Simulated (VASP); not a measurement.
Set up this calculation in VASP 6.6.1, as the native input.

* Task: single point
* Functional: PBE
* Potentials or basis: VASP PAW PBE potentials, release 64 (Cs_sv, Au)
* Cutoff: 520 eV
* k mesh: 4 × 4 × 4
* Occupations: gaussian, width 0.1 eV
* Spin: no spin polarisation
* Dipole correction: no
* Further INCAR settings: ALGO = Fast; EDIFF = 1e-06; NBANDS = 32

The structure of Cs4Au lies in POSCAR:

```
Cs4Au
1.0
   -4.6045404000      4.6045404000      4.6045404000
    4.6045404000     -4.6045404000      4.6045404000
    4.6045404000      4.6045404000     -4.6045404000
Cs Au
4 1
Direct
    0.0000000000      0.0000000000      0.5000000000
    0.5000000000      0.0000000000      0.0000000000
    0.0000000000      0.5000000000      0.0000000000
    0.5000000000      0.5000000000      0.5000000000
    0.0000000000      0.0000000000      0.0000000000
```

These files were run (other wordings do the same):

INCAR

```
SYSTEM = Cs4Au
PREC = Accurate
ENCUT = 520
EDIFF = 1E-6
ISMEAR = 0
SIGMA = 0.1
LREAL = .False.
LASPH = .True.
NELM = 60
ALGO = Fast
ISIF = 2
LWAVE = .False.
LCHARG = .False.
GGA = PE
NBANDS = 32
```

KPOINTS

```
Automatic mesh
0
Gamma
  4 4 4
  0 0 0
```

Potentials or basis: VASP PAW PBE potentials, release 64 (Cs_sv, Au).

Command:

```bash
$ cat potpaw_PBE.64/Cs_sv/POTCAR potpaw_PBE.64/Au/POTCAR > POTCAR
$ mpirun -np 1 vasp_std > vasp.out
```

It gave:

```
Pressure : 0.0 GPa
```

Wall time 2.1 min on 1 thread of Intel Xeon 6975P-C (shared host), peak memory 0.52 GiB.
